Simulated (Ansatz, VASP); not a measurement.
# TiO: VASP beside Ansatz

```
Ti O
1.0
     3.03100    0.00000    0.00000
    -1.51550    2.62492    0.00000
     0.00000    0.00000    3.23770
Ti O
1 1
Cartesian
  1.5155 0.8750 0.0000
  0.0000 0.0000 1.6188
```

Alike in both runs: task single point; functional r2SCAN; k mesh 6 × 6 × 6; occupations gaussian, width 0.1 eV; collinear spin.

|  | VASP | Ansatz |
| --- | --- | --- |
| version | VASP 6.6.1 | Ansatz 0.2.0 |
| potentials or method | VASP PAW PBE potentials, release 64 (Ti_sv, O), cutoff 520 eV | scalar-relativistic, plane waves, PAW |
| valence electrons in the cell | 18 | 18 |

|  | VASP | Ansatz | Ansatz less VASP |
| --- | --- | --- | --- |
| gap on the k mesh at the Fermi level (eV) | 0.17 | 0.17 | +0.002 |
| least direct gap on the mesh (eV) | 0.17 | 0.17 | +0.002 |
| net moment per atom (μB) | 0.00 | 0.00 | 0.000 |

VASP's potentials were made for PBE, not for r2SCAN. Ansatz's warnings: seeded moment not kept, stability check not made.
